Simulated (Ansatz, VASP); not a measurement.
## Li4SiC2 in VASP and in Ansatz

INCAR

```
PREC = Accurate
ENCUT = 520
EDIFF = 1E-7
ISMEAR = 0
SIGMA = 0.1
LREAL = False
LASPH = True
NELM = 60
ALGO = Normal
ISIF = 2
LWAVE = False
LCHARG = False
GGA = PE
NBANDS = 21
```

The input KPOINTS:

```
Automatic mesh
0
Gamma
  4 4 4
```

File POSCAR:

```
Li4SiC2
1.0
   -2.8607621600      2.8607621600      2.4970851800
    2.8607621600     -2.8607621600      2.4970851800
    2.8607621600      2.8607621600     -2.4970851800
Li Si C
4 1 2
Direct
    0.2738148700      0.5000000000      0.7738148700
    0.5000000000      0.2738148700      0.7738148700
    0.5000000000      0.7261851300      0.2261851300
    0.7261851300      0.5000000000      0.2261851300
    0.0000000000      0.0000000000      0.0000000000
    0.7500000000      0.2500000000      0.5000000000
    0.2500000000      0.7500000000      0.5000000000
```

Input for Ansatz:

```yaml
crystal:
  lattice:
    - [-2.86076216, 2.86076216, 2.49708518]
    - [2.86076216, -2.86076216, 2.49708518]
    - [2.86076216, 2.86076216, -2.49708518]
  atoms:
    - { symbol: Li, position: [0.27381487, 0.5, 0.77381487] }
    - { symbol: Li, position: [0.5, 0.27381487, 0.77381487] }
    - { symbol: Li, position: [0.5, 0.72618513, 0.22618513] }
    - { symbol: Li, position: [0.72618513, 0.5, 0.22618513] }
    - { symbol: Si, position: [0.0, 0.0, 0.0] }
    - { symbol: C, position: [0.75, 0.25, 0.5] }
    - { symbol: C, position: [0.25, 0.75, 0.5] }
basis:
  ecutwfc: 420
kpoints:
  mp_grid: { grid: [4, 4, 4] }
hamiltonian:
  xc: pbe
scf:
  occupations: { method: gaussian, width: 0.1 }
  lower_state_search: "off"
output:
  forces: true
  stress: true
  eigenvalues: true
```

Change from the starting cell: species swapped into the BaP4Pd2 type (I4/mmm, No. 139).

Alike in both runs: task single point; functional PBE; k mesh 4 × 4 × 4; occupations gaussian, width 0.1 eV; no spin polarisation.

```csv
,VASP,Ansatz
version,VASP 6.6.1,Ansatz 0.2.0
potentials or method,"VASP PAW PBE potentials, release 64 (Li_sv, Si, C), cutoff 520 eV","scalar-relativistic, plane waves, PAW"
valence electrons in the cell,24,24
```

|  | VASP | Ansatz | Ansatz less VASP |
| --- | --- | --- | --- |
| gap on the k mesh at the Fermi level (eV) | none | none | - |
| rms of the force components (eV/Å) | 1.036 | 1.053 | +0.0168 |

Atom by atom the forces differ by 0.017 eV/Å (rms over components). A gap of «none» marks a metal or a gap that the smearing closes. With one functional, cell and mesh, what is left measures potentials, basis and numerics.

The k mesh is coarse, so the values compare programs but aren't converged. Noted on VASP's run: the cutoff is short for stress, so the pressure is rough.
